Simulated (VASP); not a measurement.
# FeGe16 (F-43m) in VASP: a series of runs, part 2 of 2

VASP 6.6.1.

**3. Single point, PBEsol+U, collinear spin, zero start**

INCAR

```
  PREC = Accurate
  ENCUT = 600
  EDIFF = 1E-6
  ISMEAR = 0
  SIGMA = 0.05
  LREAL = F
  LASPH = T
  NELM = 200
  ALGO = Normal
  ISIF = 2
  LWAVE = F
  LCHARG = F
  ISPIN = 2
  MAGMOM = 0 0 0 0 0 0 0 0 0 0 0 0 0 0 0 0 0
  LORBIT = 11
  NUPDOWN = 0.0
  LMAXMIX = 4
  LDAU = T
  LDAUTYPE = 2
  LDAUL = 2 -1
  LDAUU = 6 0
  LDAUJ = 0 0
  LDAUPRINT = 1
  GGA = PS
  NBANDS = 134
  GGA_COMPAT = F
```

KPOINTS

```
Automatic mesh
0
Gamma
  3 3 3
```

POSCAR

```
FeGe16
1.0
    0.0000000000      5.6575400000      5.6575400000
    5.6575400000      0.0000000000      5.6575400000
    5.6575400000      5.6575400000      0.0000000000
Fe Ge
1 16
Direct
    0.2500000000      0.2500000000      0.2500000000
    1.0000000000      1.0000000000      0.0000000000
    0.9976125891      0.9976125891      0.5023874109
    0.9976125891      0.5023874109      0.9976125891
    0.9976125891      0.5023874109      0.5023874109
    0.5023874109      0.9976125891      0.9976125891
    0.5023874109      0.9976125891      0.5023874109
    0.5023874109      0.5023874109      0.9976125891
    0.5000000000      0.5000000000      0.5000000000
    0.1242205332      0.1242205332      0.1242205332
    0.1242205332      0.1242205332      0.6273384004
    0.1242205332      0.6273384004      0.1242205332
    0.1277661185      0.6240779605      0.6240779605
    0.6273384004      0.1242205332      0.1242205332
    0.6240779605      0.1277661185      0.6240779605
    0.6240779605      0.6240779605      0.1277661185
    0.6240779605      0.6240779605      0.6240779605
```

Potentials or basis: VASP PAW PBE potentials, release 64 (Fe, Ge_d).

Started as:

```console
> cat potpaw_PBE.64/Fe/POTCAR potpaw_PBE.64/Ge_d/POTCAR > POTCAR
> mpirun -np 1 vasp_std > vasp.out
```

OUTCAR:

```text
PREC = Accurate
   ENCUT = 600
   EDIFF = 1E-6
   ISMEAR = 0
   LREAL = F
   LASPH = T
   NELM = 200
   ISIF = 2
   ISPIN = 2
   LORBIT = 11
   NUPDOWN = 0.0
   GGA = PS

 ion  position               nearest neighbor table
   1  0.250  0.250  0.250-  10 2.47  11 2.47  12 2.47  14 2.47   7 2.86   8 2.86   3 2.86   4 2.86
                             5 2.86   6 2.86
   2  0.000  0.000  0.000-  11 2.43  12 2.43  14 2.43  10 2.43
   3  0.998  0.998  0.502-  13 2.44  15 2.44  10 2.47  11 2.47   1 2.86
   4  0.998  0.502  0.998-  13 2.44  16 2.44  10 2.47  12 2.47   1 2.86
   5  0.998  0.502  0.502-  17 2.44  13 2.44  11 2.47  12 2.47   1 2.86
   6  0.502  0.998  0.998-  15 2.44  16 2.44  10 2.47  14 2.47   1 2.86
   7  0.502  0.998  0.502-  17 2.44  15 2.44  11 2.47  14 2.47   1 2.86
   8  0.502  0.502  0.998-  17 2.44  16 2.44  12 2.47  14 2.47   1 2.86
   9  0.500  0.500  0.500-  13 2.43  15 2.43  16 2.43  17 2.43
  10  0.124  0.124  0.124-   2 2.43   1 2.47   3 2.47   4 2.47   6 2.47
  11  0.124  0.124  0.627-   2 2.43   1 2.47   5 2.47   7 2.47   3 2.47
  12  0.124  0.627  0.124-   2 2.43   1 2.47   5 2.47   8 2.47   4 2.47
  13  0.128  0.624  0.624-   9 2.43   4 2.44   3 2.44   5 2.44
  14  0.627  0.124  0.124-   2 2.43   1 2.47   7 2.47   8 2.47   6 2.47
  15  0.624  0.128  0.624-   9 2.43   6 2.44   3 2.44   7 2.44
  16  0.624  0.624  0.128-   9 2.43   6 2.44   4 2.44   8 2.44
  17  0.624  0.624  0.624-   9 2.43   7 2.44   8 2.44   5 2.44

  LATTYP: Found a face centered cubic cell.
 ALAT       =    11.3150800000

  Lattice vectors:

 A1 = (   0.0000000000,   5.6575400000,   5.6575400000)
 A2 = (   5.6575400000,   0.0000000000,   5.6575400000)
 A3 = (   5.6575400000,   5.6575400000,   0.0000000000)

Analysis of symmetry for initial positions (statically):
=====================================================================
 Subroutine PRICEL returns:
 Original cell was already a primitive cell.

 Routine SETGRP: Setting up the symmetry group for a
 face centered cubic supercell.

 Subroutine GETGRP returns: Found 24 space group operations
[... 761 lines left out ...]
 spin component 2

 k-point     1 :       0.0000    0.0000    0.0000
  band No.  band energies     occupation
      1     -19.6378      1.00000
      2     -19.6378      1.00000
      3     -19.6378      1.00000
      4     -19.6377      1.00000
      5     -19.6377      1.00000
      6     -19.6377      1.00000
[... 513 lines left out ...]
    127       8.2120      0.00000
    128       8.2929      0.00000
 [bands above 128 left out]

------------------------ aborting loop because EDIFF is reached ----------------------------------------

  FORCE on cell =-STRESS in cart. coord.  units (eV):
  Direction    XX          YY          ZZ          XY          YZ          ZX
  --------------------------------------------------------------------------------------
  -------------------------------------------------------------------------------------
  Total        6.5349134      6.5349134      6.5349134      0.0000000      0.0000000      0.0000000
  in kB       28.9092967     28.9092967     28.9092967      0.0000000      0.0000000      0.0000000
  external PRESSURE =      28.9092967 kB  Pullay stress =       0.0000000 kB

 VOLUME and BASIS-vectors are now :
 -----------------------------------------------------------------------------
  energy-cutoff  :      600.00
  volume of cell :      362.17
      direct lattice vectors                 reciprocal lattice vectors
     0.000000000  5.657540000  5.657540000    -0.088377634  0.088377634  0.088377634
     5.657540000  0.000000000  5.657540000     0.088377634 -0.088377634  0.088377634
     5.657540000  5.657540000  0.000000000     0.088377634  0.088377634 -0.088377634

 POSITION                                       TOTAL-FORCE (eV/Angst)
 -----------------------------------------------------------------------------------
      2.82877      2.82877      2.82877        -0.000000     -0.000000      0.000000
      0.00000      0.00000      0.00000        -0.000000     -0.000000      0.000000
      8.48631      8.48631     11.28807        -0.000000     -0.000000      0.273595
      8.48631     11.28807      8.48631        -0.000000      0.273595     -0.000000
      5.68455      8.48631      8.48631        -0.273595     -0.000000     -0.000000
     11.28807      8.48631      8.48631         0.273595     -0.000000     -0.000000
[... 9 lines left out ...]
      4.25359      4.25359      7.06149         0.131815      0.131815     -0.131815
      7.06149      7.06149      7.06149        -0.131815     -0.131815     -0.131815
 -----------------------------------------------------------------------------------
    total drift:                               -0.000000     -0.000000     -0.000000

  FREE ENERGIE OF THE ION-ELECTRON SYSTEM (eV)
  ---------------------------------------------------
  free  energy   TOTEN  =       -79.3614589761 eV

  energy  without entropy=      -79.3484497099  energy(sigma->0) =      -79.35495434

 total charge

# of ion       s       p       d       tot
------------------------------------------
    1        0.348   0.341   6.588   7.277
    2        1.165   1.226  10.033  12.423
    3        1.140   1.252  10.029  12.421
    4        1.140   1.252  10.029  12.421
    5        1.140   1.252  10.029  12.421
    6        1.140   1.252  10.029  12.421
[... 9 lines left out ...]
   16        1.146   1.248  10.028  12.422
   17        1.146   1.248  10.028  12.422
--------------------------------------------------
tot         18.635  20.379 167.127 206.141

 magnetization (x)

# of ion       s       p       d       tot
------------------------------------------
    1        0.000   0.000   0.000   0.000
    2        0.000  -0.000  -0.000   0.000
    3        0.000  -0.000  -0.000   0.000
    4        0.000  -0.000  -0.000   0.000
    5        0.000  -0.000  -0.000   0.000
    6        0.000  -0.000  -0.000   0.000
[... 9 lines left out ...]
   16       -0.000  -0.000  -0.000  -0.000
   17       -0.000  -0.000  -0.000  -0.000
--------------------------------------------------
tot         -0.000  -0.000   0.000   0.000
```

OSZICAR:

```text
N       E                     dE             d eps       ncg     rms          rms(c)
DAV:   1     0.390384091633E+04    0.39038E+04   -0.10254E+05  2426   0.522E+03
DAV:   2     0.868733648745E+03   -0.30351E+04   -0.29401E+04  2144   0.138E+03
DAV:   3     0.643209615804E+02   -0.80441E+03   -0.77972E+03  2144   0.346E+02
DAV:   4    -0.690942176884E+02   -0.13342E+03   -0.12652E+03  2384   0.136E+02
[... 15 lines left out ...]
DAV:  20    -0.793614791653E+02    0.16756E-04   -0.98800E-05  2466   0.100E-01    0.517E-02
DAV:  21    -0.793614634930E+02    0.15672E-04   -0.24586E-05  2256   0.988E-02    0.286E-02
DAV:  22    -0.793614583926E+02    0.51004E-05   -0.25699E-05  1832   0.524E-02    0.725E-03
DAV:  23    -0.793614589761E+02   -0.58348E-06   -0.91668E-06  2064   0.193E-02
   1 F= -.79361459E+02 E0= -.79354954E+02  d E =-.130093E-01  mag=    -0.0000
```

stdout:

```text
POSCAR found type information on POSCAR FeGe
 POSCAR found :  2 types and      17 ions
 scaLAPACK will be used
 -----------------------------------------------------------------------------
|                                                                             |
|                                                                             |
|     You have a (more or less) 'large supercell' and for larger cells it     |
|     might be more efficient to use real-space projection operators.         |
|     Therefore, try LREAL= Auto in the INCAR file.                           |
|     Mind: For very accurate calculation, you might also keep the            |
|     reciprocal projection scheme (i.e. LREAL=.FALSE.).                      |
|                                                                             |
 -----------------------------------------------------------------------------

 -----------------------------------------------------------------------------
|                                                                             |
|                                                                             |
|     You enforced a specific xc type in the INCAR file but a different       |
|     I HOPE YOU KNOW WHAT YOU ARE DOING!                                     |
|                                                                             |
 -----------------------------------------------------------------------------

 LDA part: xc-table for (Slater+PW92), standard interpolation
 POSCAR, INCAR and KPOINTS ok, starting setup
 FFT: planning ... GRIDC
 FFT: planning ... GRID_SOFT
 FFT: planning ... GRID
 WAVECAR not read
 entering main loop
```

Run time: 11 min. Hardware: 1 thread of Intel Xeon 6975P-C (Granite Rapids), shared host; peak memory 0.97 GiB.

What came out:

* Free energy: -79.3615 eV
* Pressure: 2.9 GPa
* Largest force: 0.350 eV/Å
* Net moment: 0.00 μB per cell
* Valence electrons inside the program's atomic spheres: Fe 7.28; Ge 12.42, 12.44, 12.45 (each value once)

Forces on the atoms (eV/Å):
```
Fe   0.000  0.000  0.000
Ge   0.000  0.000  0.000
Ge   0.000  0.000  0.274
Ge   0.000  0.274  0.000
Ge  -0.274  0.000  0.000
Ge   0.274  0.000  0.000
Ge   0.000 -0.274  0.000
Ge   0.000  0.000 -0.274
Ge   0.000  0.000  0.000
Ge  -0.202 -0.202 -0.202
Ge   0.202  0.202 -0.202
Ge   0.202 -0.202  0.202
Ge  -0.132  0.132  0.132
Ge  -0.202  0.202  0.202
Ge   0.132 -0.132  0.132
Ge   0.132  0.132 -0.132
Ge  -0.132 -0.132 -0.132
```

Eigenvalues of the final occupation matrices:
| site | spin | trace | eigenvalues |
| --- | --- | --- | --- |
| site 1 d | 1 | 3.31 | 0.29 0.29 0.91 0.91 0.91 |
| site 1 d | 2 | 3.31 | 0.29 0.29 0.91 0.91 0.91 |

Caveat: the PAW data sets were made with another functional, which shifts forces and pressure a little; the total moment is fixed, so each spin has its own Fermi level; the U is typed as a test and isn't derived for this compound.
